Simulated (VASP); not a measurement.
## GaAs5: single point with PBE

Crystal: GaAs5.

```xyz
6
Lattice="5.1847 0.0000 0.0000 -2.5924 4.4901 0.0000 0.0000 0.0000 5.1556" Properties=species:S:1:pos:R:3 pbc="T T T"
Ga    0.0000    0.0000    2.5778
As   -1.8506    3.2053    0.0000
As    0.0000    2.9934    2.5778
As    3.7012    0.0000    0.0000
As    2.5924    1.4967    2.5778
As    0.7418    1.2848    0.0000
```

```json
{"Program": "VASP 6.6.1", "Task": "single point", "Functional": "PBE", "Potentials or basis": "VASP PAW PBE potentials, release 64 (Ga_d, As)", "Cutoff": "520 eV", "k mesh": "12 × 12 × 8", "Occupations": "gaussian, width 0.1 eV", "Spin": "no spin polarisation", "Dipole correction": "no", "Further INCAR settings": "ALGO = Normal; EDIFF = 1e-06; NBANDS = 28"}
```

The pressure is 0.1 GPa. The largest force is 0.041 eV/Å and the band gap on the k mesh is zero (band 19 reaches 6.51 eV, above the bottom of band 20 at 3.62 eV).

Forces on the atoms (eV/Å):
```
Ga   0.000  0.000  0.000
As   0.021 -0.036  0.000
As   0.000  0.000  0.000
As  -0.041  0.000  0.000
As   0.000  0.000  0.000
As   0.021  0.036  0.000
```

Stress tensor (GPa, compression positive):
```
0.17 0.00 0.00
0.00 0.17 0.00
0.00 0.00 0.09
```

Levels at points of the mesh, in eV from the Fermi level:
```tsv
k point	band 17	band 18	band 19	band 20	band 21	band 22
(0.00, 0.00, 0.00)	-1.79	-0.84	-0.82	-0.82	-0.25	-0.25
(0.50, 0.00, 0.00)	-1.74	-1.06	-0.33	0.35	0.62	1.28
(0.00, 0.00, 0.50)	-2.92	-2.60	-2.60	-0.59	-0.32	3.14
(0.50, 0.00, 0.50)	-0.47	-0.05	0.50	1.00	1.11	1.77
```

Run time: 4.3 min on 1 thread of AMD EPYC 7R43 64-Core Processor (Zen 3), with other jobs on the host, peak memory 0.4 GiB.
